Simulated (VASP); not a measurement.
# LiCl: relaxation of cell and atoms with PBE

LiCl:

```
CELL_PARAMETERS angstrom
3.96001 -3.96001 0.00000
3.96001 3.96001 0.00000
0.00000 0.00000 5.60030
ATOMIC_POSITIONS crystal
Li 0.50000 0.50000 0.00000
Li 0.00000 0.00000 0.00000
Cl 0.75000 0.25000 0.75000
Cl 0.25000 0.75000 0.25000
```

This cell differs from its parent crystal: atoms taken out.

```
Program                : VASP 6.6.1
Task                   : relaxation of cell and atoms
Functional             : PBE
Potentials or basis    : VASP PAW PBE potentials, release 64 (Li_sv, Cl)
Cutoff                 : 600 eV
k mesh                 : 4 × 4 × 4
Occupations            : gaussian, width 0.1 eV
Spin                   : no spin polarisation
Dipole correction      : no
Further INCAR settings : ALGO = Normal; EDIFF = 1e-06; IBRION = 2; EDIFFG = -0.04; NSW = 90; ISIF = 3
```

* Relaxed volume: 28.83 Å³/atom
* Relaxed cell: a = 5.984 Å, b = 5.984 Å, c = 3.432 Å, α = 90.00°, β = 90.00°, γ = 69.79°
* Space group after relaxing (to 0.1 Å): P4/mmm (No. 123)
* Energy gained by relaxing: 279.3 meV/atom
* Ionic steps: 33
* Pressure after relaxing: 0.0 GPa
* Largest force after relaxing: 0.011 eV/Å
* Band gap on the k mesh: 4.85 eV (least direct gap 4.87 eV)

Forces in eV/Å, atoms in the order of the input:
```
Li   0.000  0.000  0.000
Li   0.000  0.000  0.000
Cl   0.000  0.000 -0.011
Cl   0.000  0.000  0.011
```

Stress tensor (GPa, compression positive):
```
-0.19  0.00  0.00
 0.00  0.18  0.00
 0.00  0.00  0.16
```

Step by step:
| step | energy change (eV) | largest force (eV/Å) | pressure (GPa) | volume (Å³) |
| --- | --- | --- | --- | --- |
| 1 | 0.0000 | 0.8385 | -2.28 | 175.64 |
| 2 | -0.3430 | 0.4423 | -1.31 | 160.11 |
| 3 | -0.4301 | 0.0401 | -0.22 | 150.50 |
| 4 | -0.4311 | 0.0262 | -0.04 | 149.24 |
| 5 | -0.4310 | 0.0009 | -0.12 | 149.75 |
| 6 | -0.4368 | 0.0082 | -0.12 | 149.17 |
| 7 | -0.4534 | 0.0316 | -0.14 | 147.37 |
| 8 | -0.4822 | 0.0707 | -0.19 | 143.52 |
| 9 | -0.5111 | 0.1329 | -0.39 | 134.74 |
| 10 | -0.5174 | 0.1724 | -0.28 | 133.07 |
| 11 | -0.5279 | 0.2919 | 0.09 | 128.00 |
| 12 | -0.5282 | 0.3251 | 0.20 | 126.63 |
| 13 | -0.5402 | 0.3300 | 0.18 | 126.01 |
| 14 | -0.5762 | 0.3505 | 0.15 | 124.08 |
| 15 | -0.6430 | 0.4175 | 0.22 | 119.92 |
| 16 | -0.6395 | 0.6091 | 1.54 | 110.44 |
| 17 | -0.6715 | 0.5420 | 0.77 | 114.78 |
| 18 | -0.6693 | 0.5688 | 0.98 | 113.33 |
| 19 | -0.6789 | 0.5666 | 0.97 | 113.24 |
| 20 | -0.7066 | 0.5556 | 0.96 | 112.97 |
| 21 | -0.7553 | 0.5282 | 1.01 | 112.38 |
| 22 | -0.8077 | 0.4274 | 1.45 | 110.95 |
| 23 | -0.9105 | 0.3212 | 1.11 | 112.28 |
| 24 | -1.0712 | 0.0263 | 0.71 | 116.05 |
| 25 | -1.0744 | 0.0922 | 0.74 | 116.70 |
| 26 | -1.0970 | 0.0438 | 0.24 | 117.92 |
| 27 | -1.1069 | 0.0076 | -0.42 | 119.77 |
| 28 | -1.1071 | 0.0026 | -0.34 | 119.54 |
| 29 | -1.1123 | 0.0067 | -0.26 | 118.70 |
| 30 | -1.1152 | 0.0118 | -0.12 | 117.52 |
| 31 | -1.1152 | 0.0121 | -0.12 | 117.44 |
| 32 | -1.1158 | 0.0116 | -0.07 | 116.91 |
| 33 | -1.1172 | 0.0107 | 0.05 | 115.32 |

Final structure:
```
Li Cl
1.0
     4.90817   -3.42341    0.00000
     4.90817    3.42341    0.00000
     0.00000    0.00000    3.43168
Li Cl
2 2
Cartesian
  4.9082 0.0000 0.0000
  0.0000 0.0000 0.0000
  4.9082 -1.7117 1.7240
  4.9082 1.7117 1.7077
```

Levels at points of the mesh, in eV from the valence-band top:
| k point | band 7 | band 8 | band 9 | band 10 | band 11 | band 12 | band 13 | band 14 |
| --- | --- | --- | --- | --- | --- | --- | --- | --- |
| (0.00, 0.00, 0.00) | -0.85 | -0.47 | -0.45 | -0.02 | 4.85 | 6.01 | 8.33 | 9.61 |
| (0.50, 0.00, 0.00) | -1.07 | -1.07 | -0.26 | -0.26 | 6.20 | 6.20 | 8.30 | 8.30 |
| (0.00, 0.00, 0.50) | -2.43 | -0.63 | -0.40 | -0.01 | 7.50 | 7.77 | 8.26 | 8.51 |
| (0.50, 0.50, 0.00) | -0.63 | -0.46 | -0.44 | -0.02 | 6.77 | 7.40 | 7.49 | 7.79 |
| (0.00, 0.50, 0.50) | -1.39 | -1.39 | -0.55 | -0.55 | 7.25 | 7.25 | 8.85 | 8.85 |
| (0.50, 0.50, 0.50) | -2.45 | -0.85 | -0.25 | 0.00 | 6.00 | 7.62 | 8.36 | 10.32 |

It took 39 min on 1 thread of Oxide Virtual Turin-like Processor, with other jobs on the host, peak memory 0.32 GiB.

Caveat: the cell differs from its parent crystal (atoms taken out); the cutoff is under 1.25 times the usual one of these potentials, so pressure, stress and relaxed cells hold a basis-set (Pulay) error; the volume moved by over 15 % at a fixed basis, so the end points are rough. A k mesh can miss the band edges.
